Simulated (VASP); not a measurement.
SiC: single point with r2SCAN

SiC:

```xyz
8
Lattice="3.0796 0.0000 0.0000 -3.0796 5.3340 0.0000 0.0000 0.0000 5.0539" Properties=species:S:1:pos:R:3 pbc="T T T"
Si   -0.0757    1.7486   -0.1229
Si    1.5820    0.8875    2.4687
Si   -1.5499    4.4337   -0.0094
Si   -0.0446    3.5215    2.5055
C    -0.0143    1.7672    1.9919
C     1.4646    0.8599    4.4144
C    -1.5452    4.4525    1.9753
C    -0.0223    3.5587    4.4715
```

```json
{
 "Program": "VASP 6.6.1",
 "Task": "single point",
 "Functional": "r2SCAN",
 "Potentials or basis": "VASP PAW PBE potentials, release 64 (Si, C)",
 "Cutoff": "580 eV",
 "k mesh": "2 × 1 × 1",
 "Occupations": "gaussian, width 0.01 eV",
 "Spin": "no spin polarisation",
 "Dipole correction": "no",
 "Further INCAR settings": "ALGO = Normal; EDIFF = 1e-06; NBANDS = 26"
}
```

```yaml
Pressure: -0.9 GPa
Largest_force: 1.756 eV/Å
Band_gap_on_the_k_mesh: 2.50 eV
```

Forces in eV/Å, atoms in the order of the input:
```
Si   0.398  0.457  0.937
Si  -1.606 -0.423  0.571
Si  -0.521 -0.087 -0.054
Si   0.864  1.073  0.211
C    0.979  0.033 -1.138
C    0.177  0.132  0.401
C   -0.415 -0.675 -0.809
C    0.125 -0.510 -0.119
```

Stress tensor (GPa, compression positive):
```
  8.70   0.40  -0.43
  0.40   9.17   0.50
 -0.43   0.50 -20.46
```

Levels at points of the mesh, in eV from the valence-band top:
```csv
k point,band 13,band 14,band 15,band 16,band 17,band 18,band 19,band 20
"(0.00, 0.00, 0.00)",-2.04,-0.84,-0.77,0.00,2.53,4.33,4.73,5.97
"(0.50, 0.00, 0.00)",-3.55,-3.49,-2.11,-2.06,2.50,2.56,4.21,4.43
```

Run time: 17 s on 1 thread of AMD EPYC 9R45 96-Core Processor (Zen 5) (shared host), peak memory 0.17 GiB.

Caveat: the k points lie up to 1.24 Å⁻¹ apart; the PAW data sets were made with another functional, which shifts forces and pressure a little; an odd mesh through Γ misses points on the zone boundary, where band edges can lie.
